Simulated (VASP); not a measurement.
# Nb2PdSe4 (C2/m) in VASP: single point with PBE

Aim: the single point of Nb2PdSe4 with PBE.

Program: VASP 6.6.1. These are calculated values, not measurements. Logs are shortened: lines on timing, memory, paths and dates and some standing lists are left out, and cuts for length are marked.

## (1) The cell of the first run

Symmetry: C2/m, No. 12, monoclinic system. The conventional cell has a = 13.750 Å, b = 3.528 Å, c = 6.490 Å, α = 90.00°, β = 115.84°, γ = 90.00°. Nb (site symmetry m) has 6 Se at 2.57 to 2.85 Å and 4 Nb at 3.03 to 3.53 Å and 1 Pd at 3.16 Å within 3.6 Å. Pd (site symmetry 2/m) has 6 Se at 2.68 to 2.70 Å and 2 Nb at 3.16 Å and 2 Pd at 3.53 Å within 3.6 Å. Se (site symmetry m) has 3 Nb at 2.57 to 2.59 Å and 1 Pd at 2.70 Å and 10 Se at 3.15 to 3.80 Å within 3.9 Å. Se (site symmetry m) has 2 Pd at 2.68 Å and 4 Nb at 2.68 to 4.17 Å and 12 Se at 3.36 to 4.03 Å within 4.2 Å.

## (2) Single point, PBE

INCAR

```
SYSTEM = Nb2PdSe4
ALGO = Normal
EDIFF = 1E-6
ENCUT = 520
GGA = PE
ISIF = 2
ISMEAR = 0
LASPH = .TRUE.
LCHARG = .TRUE.
LELF = .TRUE.
LREAL = .FALSE.
LVHAR = .TRUE.
LWAVE = .FALSE.
NBANDS = 39
NELM = 80
PREC = Accurate
SIGMA = 0.2
```

KPOINTS

```
k-points
0
G
  6 4 6
  0 0 0
```

POSCAR

```
Nb2PdSe4
1.0
    0.0000000000      3.5276420654      0.0000000000
   -2.8191125520      0.0000000000      5.8462721373
    6.8751037651     -1.7638210327     -0.0120981218
Nb Pd Se
2 1 4
Direct
    0.7479740671      0.6882573570      0.4959481341
    0.2520259329      0.3117426430      0.5040518659
    0.0000000000      0.0000000000      0.0000000000
    0.1054315158      0.4610248658      0.2108630316
    0.8945684842      0.5389751342      0.7891369684
    0.3577585868      0.0191855466      0.7155171736
    0.6422414132      0.9808144534      0.2844828264
```

Potentials or basis: VASP PAW PBE potentials, release 64 (Nb_sv, Pd, Se).

Run with:

```console
$ cat potpaw_PBE.64/Nb_sv/POTCAR potpaw_PBE.64/Pd/POTCAR potpaw_PBE.64/Se/POTCAR > POTCAR
$ mpirun -np 1 vasp_std > vasp.out
```

OUTCAR:

```text
SYSTEM = Nb2PdSe4
   EDIFF = 1E-6
   ENCUT = 520
   GGA = PE
   ISIF = 2
   ISMEAR = 0
   LASPH = .TRUE.
   LREAL = .FALSE.
   NELM = 80
   PREC = Accurate

 ion  position               nearest neighbor table
   1  0.748  0.688  0.496-   4 2.57   4 2.57   5 2.59   6 2.68   6 2.68   7 2.85   2 3.03   2 3.03
                             3 3.16
   2  0.252  0.312  0.504-   5 2.57   5 2.57   4 2.59   7 2.68   7 2.68   6 2.85   1 3.03   1 3.03
                             3 3.16
   3  0.000  0.000  0.000-   7 2.68   6 2.68   7 2.68   6 2.68   5 2.70   4 2.70   1 3.16   2 3.16

   4  0.105  0.461  0.211-   1 2.57   1 2.57   2 2.59   3 2.70
   5  0.895  0.539  0.789-   2 2.57   2 2.57   1 2.59   3 2.70
   6  0.358  0.019  0.716-   3 2.68   3 2.68   1 2.68   1 2.68   2 2.85
   7  0.642  0.981  0.284-   3 2.68   3 2.68   2 2.68   2 2.68   1 2.85

  LATTYP: Found a base centered monoclinic cell.
 ALAT       =    13.7502288193
 B/A-ratio  =     0.2565515172
 C/A-ratio  =     0.4720268458
 COS(beta)  =    -0.4359303326

  Lattice vectors:

 A1 = (   6.8751037651,  -1.7638210327,  -0.0120981218)
 A2 = (   6.8751037651,   1.7638210327,  -0.0120981218)
 A3 = (  -2.8191125520,   0.0000000000,   5.8462721373)

Analysis of symmetry for initial positions (statically):
=====================================================================
 Subroutine PRICEL returns:
 Original cell was already a primitive cell.

 Routine SETGRP: Setting up the symmetry group for a
 base centered monoclinic supercell.

 Subroutine GETGRP returns: Found  4 space group operations
 (whereof  4 operations were pure point group operations)
 out of a pool of  4 trial point group operations.

The static configuration has the point symmetry C_2h.

Analysis of symmetry for dynamics (positions and initial velocities):
=====================================================================
 Subroutine PRICEL returns:
 Original cell was already a primitive cell.

 Routine SETGRP: Setting up the symmetry group for a
 base centered monoclinic supercell.

 Subroutine GETGRP returns: Found  4 space group operations
 (whereof  4 operations were pure point group operations)
 out of a pool of  4 trial point group operations.

The dynamic configuration has the point symmetry C_2h.

 Subroutine INISYM returns: Found  4 space group operations
 (whereof  4 operations are pure point group operations),
 and found     1 'primitive' translations

----------------------------------------------------------------------------------------

                                     Primitive cell

  volume of cell :     141.6688

  direct lattice vectors                    reciprocal lattice vectors
     0.000000000  3.527642065  0.000000000     0.072787939  0.283475472  0.035098844
    -2.819112552  0.000000000  5.846272137     0.000301251  0.000000000  0.171194436
     6.875103765 -1.763821033 -0.012098122     0.145575877  0.000000000  0.070197687

  length of vectors
     3.527642065  6.490477138  7.097764633     0.294768309  0.171194701  0.161616989

  position of ions in fractional coordinates (direct lattice)
     0.747974067  0.688257357  0.495948134
     0.252025933  0.311742643  0.504051866
     0.000000000  0.000000000  0.000000000
     0.105431516  0.461024866  0.210863032
     0.894568484  0.538975134  0.789136968
     0.357758587  0.019185547  0.715517174
     0.642241413  0.980814453  0.284482826

  ion indices of the primitive-cell ions
   primitive index   ion index
                 1           1
                 2           2
                 3           3
                 4           4
                 5           5
                 6           6
                 7           7

----------------------------------------------------------------------------------------

 KPOINTS: k-points

Automatic generation of k-mesh.
 Grid dimensions read from file:
 generate k-points for:    6    4    6

 Generating k-lattice:

  Cartesian coordinates                     Fractional coordinates (reciprocal lattice)
     0.012131323  0.047245912  0.005849807     0.166666667  0.000000000  0.000000000
     0.000075313  0.000000000  0.042798609     0.000000000  0.250000000  0.000000000
     0.024262646  0.000000000  0.011699615     0.000000000  0.000000000  0.166666667

  Length of vectors
     0.049128052  0.042798675  0.026936165

  Shift w.r.t. Gamma in fractional coordinates (k-lattice)
     0.000000000  0.000000000  0.000000000

 Subroutine IBZKPT returns following result:
 ===========================================

 Found     47 irreducible k-points:

 Following reciprocal coordinates:
            Coordinates               Weight
  0.000000  0.000000  0.000000      1.000000
  0.166667  0.000000 -0.000000      4.000000
  0.333333  0.000000  0.000000      4.000000
  0.500000  0.000000  0.000000      2.000000
  0.000000  0.250000  0.000000      2.000000
  0.166667  0.250000  0.000000      4.000000
[... 16 lines left out ...]
  0.500000  0.250000  0.166667      4.000000
 -0.333333  0.250000  0.166667      4.000000
 [... further k-points ...]
   k-points           NKPTS =     47   k-points in BZ     NKDIM =     47   number of bands    NBANDS=     39
   number of dos      NEDOS =    301   number of ions     NIONS =      7
   total plane-waves  NPLWV =  72576
   dimension x,y,z NGX =    28 NGY =   48 NGZ =   54
   dimension x,y,z NGXF=    56 NGYF=   96 NGZF=  108
   ions per type =               2   1   4
   NGX,Y,Z   is equivalent  to a cutoff of  13.20, 12.29, 12.65 a.u.
   NGXF,Y,Z  is equivalent  to a cutoff of  26.39, 24.59, 25.30 a.u.
 SYSTEM =  Nb2PdSe4
   PREC   = accura    normal or accurate (medium, high low for compatibility)
   ISTART =      0    job   : 0-new  1-cont  2-samecut
   ICHARG =      2    charge: 1-file 2-atom 10-const
   ISPIN  =      1    spin polarized calculation?
   LNONCOLLINEAR =      F non collinear calculations
   LSORBIT =      F    spin-orbit coupling
   LASPH  =      T    aspherical Exc in radial PAW
   ENCUT  =  520.0 eV  38.22 Ry    6.18 a.u.   6.56 12.07 13.20*2*pi/ulx,y,z
   NELM   =     80;   NELMIN=  2; NELMDL= -5     # of ELM steps
   EDIFF  = 0.1E-05   stopping-criterion for ELM
   LREAL  =      F    real-space projection
   EDIFFG = 0.1E-04   stopping-criterion for IOM
   NSW    =      0    number of steps for IOM
   IBRION =     -1    ionic relax: 0-MD 1-quasi-New 2-CG
   NFREE  =      0    steps in history (QN), initial steepest desc. (CG)
   ISIF   =      2    stress and relaxation
   ISYM   =      2    0-nonsym 1-usesym 2-fastsym
   POTIM  = 0.5000    time-step for ionic-motion
   TEBEG  =    0.0;   TEEND  =   0.0 temperature during run
   PSTRESS=    0.0 pullay stress
   NELECT =      60.0000    total number of electrons
   NUPDOWN=      -1.0000    fix difference up-down
   EMIN   =  10.00;   EMAX   =-10.00  energy-range for DOS
   EFERMI =   0.00;   METHOD = LEGACY
   ISMEAR =     0;   SIGMA  =   0.20  broadening in eV -4-tet -1-fermi 0-gaus
   EFERMI_NEDOS =   21; number of points for ismear=-14 and -15
   IALGO  =     38    algorithm
   IMIX   =      4    mixing-type and parameters
     AMIX     =   0.40;   BMIX     =  1.00
     AMIX_MAG =   1.60;   BMIX_MAG =  1.00
  volume/ion in A,a.u.               =      20.24       136.58
  Fermi-wavevector in a.u.,A,eV,Ry     =   1.229421  2.323268 20.564871  1.511475
  Thomas-Fermi vector in A             =   2.364309
   LORBIT       =      0    0 simple, 1 ext, 2 COOP (PROOUT), +10 PAW based schemes
   GGA     = PE    functional components
   LHFCALC =     F    Hartree Fock is set to
   AEXX    =    0.0000 exact exchange contribution
   IVDW    =     0    specifies the selected vdW correction
   LEPSILON=     F    determine dielectric tensor
   LRPA    =     F    only Hartree local field effects (RPA)
 non-spin polarized calculation
 Gauss-broadening in eV      SIGMA  =   0.20
  energy-cutoff  :      520.00
  volume of cell :      141.67
 maximum number of plane-waves:      3856
 NGX is ok and might be reduce to    28
   NGX = 13   NGY = 25   NGZ = 27

 number of electron      60.0000004 magnetization

 Free energy of the ion-electron system (eV)
  ---------------------------------------------------
  ext. energy  EPLUGINS =         0.00000000
  ---------------------------------------------------
  free energy    TOTEN  =       -44.70476183 eV

  energy without entropy =      -44.62610237  energy(sigma->0) =      -44.66543210

 E-fermi :   6.9730     XC(G=0): -10.8085

 val. band max:        6.9575984704   @ k =   0.3333   0.0000   0.1667
 cond. band min:       6.9994636849   @ k =   0.0000  -0.2500   0.3333
 fundamental gap:      0.0418652145
 Fermi energy:         6.9730255577

 k-point     1 :       0.0000    0.0000    0.0000
  band No.  band energies     occupation
      1     -48.3369      2.00000
      2     -48.2825      2.00000
      3     -24.5619      2.00000
      4     -24.5080      2.00000
      5     -24.4382      2.00000
      6     -24.3717      2.00000
[... 31 lines left out ...]
     38      10.3253      0.00000
     39      10.4359      0.00000

 k-point     2 :       0.1667    0.0000   -0.0000
  band No.  band energies     occupation
      1     -48.3311      2.00000
      2     -48.2840      2.00000
      3     -24.5569      2.00000
      4     -24.5001      2.00000
      5     -24.4805      2.00000
      6     -24.3850      2.00000
[... 31 lines left out ...]
     38      10.3456      0.00000
     39      11.0197      0.00000

 k-point     3 :       0.3333    0.0000    0.0000
  band No.  band energies     occupation
      1     -48.3168      2.00000
      2     -48.2896      2.00000
      3     -24.5718      2.00000
      4     -24.5666      2.00000
      5     -24.4672      2.00000
      6     -24.4205      2.00000
[... 832 lines left out ...]
 k-point    23 :       0.5000    0.2500    0.1667
  band No.  band energies     occupation
      1     -48.3010      2.00000
      2     -48.3010      2.00000
      3     -24.6023      2.00000
      4     -24.6022      2.00000
      5     -24.4414      2.00000
      6     -24.4409      2.00000
[... 31 lines left out ...]
     38      10.8481      0.00000
     39      11.2046      0.00000

 k-point    24 :      -0.3333    0.2500    0.1667
  band No.  band energies     occupation
      1     -48.3167      2.00000
      2     -48.2897      2.00000
      3     -24.5742      2.00000
      4     -24.5681      2.00000
      5     -24.4668      2.00000
      6     -24.4208      2.00000
[... 31 lines left out ...]
     38      10.4724      0.00000
     39      10.7735      0.00000

 [... further k-points ...]

------------------------ aborting loop because EDIFF is reached ----------------------------------------

  FORCE on cell =-STRESS in cart. coord.  units (eV):
  Direction    XX          YY          ZZ          XY          YZ          ZX
  --------------------------------------------------------------------------------------
  -------------------------------------------------------------------------------------
  Total       -0.0222911     -0.0673937      0.0868007      0.0000000      0.0000000      0.0963286
  in kB       -0.2520970     -0.7621765      0.9816570      0.0000000      0.0000000      1.0894108
  external PRESSURE =      -0.0108722 kB  Pullay stress =       0.0000000 kB

 VOLUME and BASIS-vectors are now :
 -----------------------------------------------------------------------------
  energy-cutoff  :      520.00
  volume of cell :      141.67
      direct lattice vectors                 reciprocal lattice vectors
     0.000000000  3.527642065  0.000000000     0.072787939  0.283475472  0.035098844
    -2.819112552  0.000000000  5.846272137     0.000301251  0.000000000  0.171194436
     6.875103765 -1.763821033 -0.012098122     0.145575877  0.000000000  0.070197687

 POSITION                                       TOTAL-FORCE (eV/Angst)
 -----------------------------------------------------------------------------------
      1.46942      1.76382      4.01774        -0.004693     -0.000000      0.010906
      2.58657     -0.00000      1.81643         0.004693      0.000000     -0.010906
      0.00000      0.00000      0.00000        -0.000000      0.000000      0.000000
      0.15002      0.00000      2.69273         0.011231      0.000000     -0.024598
      3.90597      1.76382      3.14145        -0.011231      0.000000      0.024598
      4.86517      0.00000      0.10351        -0.001747     -0.000000      0.029875
     -0.80918      1.76382      5.73067         0.001747      0.000000     -0.029875
 -----------------------------------------------------------------------------------
    total drift:                               -0.000000     -0.000000      0.000000

  FREE ENERGIE OF THE ION-ELECTRON SYSTEM (eV)
  ---------------------------------------------------
  free  energy   TOTEN  =       -44.7047618267 eV

  energy  without entropy=      -44.6261023713  energy(sigma->0) =      -44.66543210
```

It took 8 min on 1 thread of Intel Xeon 8259CL, shared host; peak memory 0.41 GiB.

What came out:

* Free energy: -44.7048 eV
* Pressure: 0.0 GPa
* Largest force: 0.030 eV/Å
* Band gap on the k mesh: zero (bands 30 and 31 overlap by 0.53 eV)

Forces on the atoms (eV/Å):
```
Nb  -0.005  0.000  0.011
Nb   0.005  0.000 -0.011
Pd   0.000  0.000  0.000
Se   0.011  0.000 -0.025
Se  -0.011  0.000  0.025
Se  -0.002  0.000  0.030
Se   0.002  0.000 -0.030
```

Stress tensor (GPa, compression positive):
```
-0.03  0.00  0.11
 0.00 -0.08  0.00
 0.11  0.00  0.10
```

The gap in the log of VASP goes by the Fermi energy; the results here count the filled bands.